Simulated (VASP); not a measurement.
A run of VASP 6.6.1:

Contents of POSCAR:

```
Li2Se
1.0
    0.0000000000      3.0320082978      3.0320082978
    3.0320082978      0.0000000000      3.0320082978
    3.0320082978      3.0320082978      0.0000000000
Li Se
2 1
Direct
    0.2500000000      0.2500000000      0.2500000000
    0.7500000000      0.7500000000      0.7500000000
    0.0000000000      0.0000000000      0.0000000000
```

File INCAR.step1:

```
SYSTEM = Li2Se
ALGO = Normal
EDIFF = 1E-5
ENCUT = 830
GGA = PE
GGA_COMPAT = .FALSE.
ISMEAR = 0
LASPH = .TRUE.
LCHARG = .FALSE.
LREAL = .FALSE.
LWAVE = .TRUE.
NBANDS = 13
NELM = 120
PREC = Accurate
SIGMA = 0.05
```

Contents of INCAR.step2:

```
SYSTEM = Li2Se
ALGO = Normal
EDIFF = 1E-6
ENCUT = 830
GGA_COMPAT = .FALSE.
ISIF = 2
ISMEAR = 0
ISTART = 1
LASPH = .TRUE.
LCHARG = .FALSE.
LMIXTAU = .TRUE.
LREAL = .FALSE.
LWAVE = .FALSE.
METAGGA = R2SCAN
NBANDS = 13
NELM = 120
PREC = Accurate
SIGMA = 0.05
```

KPOINTS

```
k-points
0
G
  8 8 8
  0 0 0
```

Potentials or basis: VASP PAW PBE potentials, release 64 (Li_sv, Se).

Launch:

```sh
$ cat potpaw_PBE.64/Li_sv/POTCAR potpaw_PBE.64/Se/POTCAR > POTCAR
$ cp INCAR.step1 INCAR
$ mpirun -np 1 vasp_std > vasp.out
$ cp INCAR.step2 INCAR
$ mpirun -np 1 vasp_std > vasp.out
```

Hardware: 1 thread of Intel(R) Xeon(R) Platinum 8488C (Sapphire Rapids), on a shared host.

Question: How long does it take, and how much memory?

Answer: It took 2.1 min on 1 thread of Intel(R) Xeon(R) Platinum 8488C (Sapphire Rapids) (shared host), peak memory 0.27 GiB. Counts: k points 29.
